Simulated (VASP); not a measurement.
Set up this calculation in VASP 6.6.1, as the native input.

```
Task                   : single point
Functional             : PBE
Potentials or basis    : VASP PAW PBE potentials, release 64 (Ir, S)
Cutoff                 : 520 eV
k mesh                 : 10 × 10 × 10
Occupations            : gaussian, width 0.05 eV
Spin                   : no spin polarisation
Dipole correction      : no
Further INCAR settings : ALGO = Normal; EDIFF = 1e-07; NBANDS = 14
```

The structure of IrS lies in POSCAR:

```
IrS
1.0
    0.0000000000      2.6187980066      2.6187980066
    2.6187980066      0.0000000000      2.6187980066
    2.6187980066      2.6187980066      0.0000000000
Ir S
1 1
Direct
    0.0000000000      0.0000000000      0.0000000000
    0.2500000000      0.2500000000      0.2500000000
```

These files were run (other wordings do the same):

INCAR

```
SYSTEM = IrS
  PREC = Accurate
  ENCUT = 520
  EDIFF = 1E-7
  ISMEAR = 0
  SIGMA = 0.05
  LREAL = .False.
  LASPH = .True.
  NELM = 60
  ALGO = Normal
  ISIF = 2
  LWAVE = .False.
  LCHARG = .False.
  GGA = PE
  NBANDS = 14
```

KPOINTS

```
regular mesh
0
Gamma
  10 10 10
  0 0 0
```

Potentials or basis: VASP PAW PBE potentials, release 64 (Ir, S).

Run with:

```bash
$ cat potpaw_PBE.64/Ir/POTCAR potpaw_PBE.64/S/POTCAR > POTCAR
$ mpirun -np 1 vasp_std > vasp.out
```

It gave:

The pressure is 3.8 GPa. The band gap on the k mesh is zero (an odd number of electrons rules out a gap without spin polarisation).

Caveat: the cell stands under pressure; spin-orbit coupling is left out, which moves the levels of the heavy elements.

Wall time 36 s on 1 thread of Intel Xeon 8259CL, with other jobs on the host, peak memory 0.17 GiB.
